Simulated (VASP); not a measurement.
**HPt12F: single point with PBE+D3(BJ)**

System: HPt12F, a slab with vacuum.

```xyz
14
Lattice="5.5437 0.0000 0.0000 2.7719 4.8010 0.0000 0.0000 0.0000 16.5264" Properties=species:S:1:pos:R:3 pbc="T T T"
Pt    1.3859    0.8002    1.0000
Pt    4.1578    0.8002    1.0000
Pt    2.7719    3.2007    1.0000
Pt    5.5437    3.2007    1.0000
Pt   -0.0012    1.5827    3.3086
Pt    2.7709    1.5803    3.3094
Pt    1.3857    3.9819    3.3120
Pt    4.1574    3.9812    3.3116
Pt   -0.0025   -0.0410    5.6248
Pt    2.7681   -0.0412    5.6233
Pt    1.3798    2.3534    5.6180
Pt    4.1552    2.3579    5.6208
F     7.4590    3.3532    8.6225
H     7.7669    3.7720    7.8308
```

* Program: VASP 6.6.1
* Task: single point
* Functional: PBE
* Dispersion: D3(BJ)
* Potentials or basis: VASP PAW PBE potentials, release 64 (Pt, F, H)
* Cutoff: 520 eV
* k mesh: 4 × 4 × 1
* Occupations: gaussian, width 0.15 eV
* Spin: no spin polarisation

```
Largest force              : 0.259 eV/Å
Band gap on the k mesh     : zero (bands 64 and 65 overlap by 0.67 eV)
Dispersion energy per atom : -0.451 eV
```

Forces on the atoms (eV/Å):
```
Pt   0.003 -0.004  0.037
Pt   0.000 -0.004  0.039
Pt  -0.001  0.002  0.041
Pt   0.005  0.012  0.004
Pt   0.000  0.000  0.001
Pt  -0.001 -0.001  0.001
Pt  -0.001  0.001  0.000
Pt   0.000  0.001  0.001
Pt   0.001 -0.001 -0.026
Pt  -0.002 -0.001 -0.029
Pt  -0.001 -0.003 -0.030
Pt  -0.001 -0.001 -0.029
F   -0.091 -0.133  0.195
H    0.089  0.132 -0.204
```

Levels at points of the mesh, in eV from the Fermi level:
```tsv
k point	band 62	band 63	band 64	band 65	band 66	band 67
(0.00, 0.00, 0.00)	0.56	0.56	0.56	0.61	0.61	0.62
(0.50, 0.00, 0.00)	-0.62	-0.17	-0.15	-0.01	0.00	0.30
(0.50, 0.50, 0.00)	-0.60	-0.18	-0.15	0.00	0.00	0.30
(0.00, 0.50, 0.00)	-0.60	-0.15	-0.14	0.01	0.02	0.27
```

It took 12 min on 1 thread of Intel(R) Xeon(R) Platinum 8488C (Sapphire Rapids) (shared host), peak memory 0.61 GiB.

Caveat: there is no dipole correction, which matters where the two faces differ; spin-orbit coupling is left out, which moves the levels of the heavy elements.
